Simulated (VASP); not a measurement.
AlN: single point with LDA

Crystal: AlN.

```
Al N
1.0
    -3.08862    0.00000    0.00000
    -1.54431   -2.67482    0.00000
     0.00000    0.00000   11.88717
Al N
4 4
Direct
  0.33333 0.33333 0.75233
  0.33333 0.33333 0.33645
  0.66667 0.66667 0.12851
  0.66667 0.66667 0.54439
  0.33333 0.33333 0.07942
  0.33333 0.33333 0.49530
  0.66667 0.66667 0.28736
  0.66667 0.66667 0.70324
```

```yaml
Program: VASP 6.6.1
Task: single point
Functional: LDA
Potentials_or_basis: VASP PAW LDA potentials, release 64 (Al, N)
Cutoff: 520 eV
k_mesh: 8 × 8 × 3
Occupations: gaussian, width 0.05 eV
Spin: no spin polarisation
Dipole_correction: no
Further_INCAR_settings: ALGO = Normal; EDIFF = 1e-06; NBANDS = 26
```

| Property | Result |
| --- | --- |
| Pressure | -2.1 GPa |
| Largest force | 2.485 eV/Å |
| Band gap on the k mesh | zero (bands 16 and 17 overlap by 0.13 eV) |

Forces on the atoms (eV/Å):
```
Al   0.000  0.000  0.220
Al   0.000  0.000 -1.478
Al   0.000  0.000 -2.485
Al   0.000  0.000 -1.405
N    0.000  0.000  1.104
N    0.000  0.000  1.298
N    0.000  0.000  1.523
N    0.000  0.000  1.221
```

Stress tensor (GPa, compression positive):
```
-0.51  0.00  0.00
 0.00 -0.51  0.00
 0.00  0.00 -5.32
```

Levels at points of the mesh, in eV from the Fermi level:
| k point | band 12 | band 13 | band 14 | band 15 | band 16 | band 17 | band 18 | band 19 | band 20 | band 21 |
| --- | --- | --- | --- | --- | --- | --- | --- | --- | --- | --- |
| (0.00, 0.00, 0.00) | -1.80 | -1.80 | -1.15 | -0.49 | 0.10 | 0.10 | 3.26 | 3.81 | 5.01 | 6.76 |
| (0.50, 0.00, 0.00) | -3.90 | -2.77 | -2.67 | -0.70 | -0.43 | 0.81 | 2.11 | 3.43 | 4.01 | 5.04 |

Run time: 88 s on 1 thread of Intel Xeon 8259CL, with other jobs on the host, peak memory 0.2 GiB.

Caveat: semilocal functionals underestimate gaps, and a narrow one can read as zero; forces of over 1 eV/Å act on the atoms, so gaps and moduli don't describe the material at rest.
